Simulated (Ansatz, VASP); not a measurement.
Two plane-wave programs on CaH8

```
Ca H
1.0
     2.84158   -3.25801    0.00000
     2.84158    3.25801    0.00000
     0.00000    0.00000    7.15083
Ca H
1 8
Direct
  0.50000 0.50000 0.28319
  0.43354 0.43354 0.65611
  0.56646 0.56646 0.65611
  0.06479 0.93521 0.01866
  0.93521 0.06479 0.01866
  0.50000 0.00000 0.29567
  0.00000 0.50000 0.29567
  0.19113 0.19113 0.01623
  0.80887 0.80887 0.01623
```

Alike in both runs: functional PBE; k mesh 6 × 6 × 4; occupations gaussian, width 0.02 eV; no spin polarisation.

Ansatz relaxed the structure, and its values are those at the end. VASP's run is a single point on that final structure, the one shown.

```csv
,VASP,Ansatz
version,VASP 6.6.1,Ansatz 0.2.0
potentials or method,"VASP PAW PBE potentials, release 64 (Ca_sv, H), cutoff 520 eV","scalar-relativistic, plane waves, PAW"
valence electrons in the cell,18,18
```

```tsv
	VASP	Ansatz	Ansatz less VASP
gap on the k mesh at the Fermi level (eV)	1.09	1.09	+0.006
least direct gap on the mesh (eV)	1.42	1.42	+0.004
pressure (GPa)	-0.1	0.0	+0.09
rms of the force components (eV/Å)	0.004	0.001	-0.0031
```
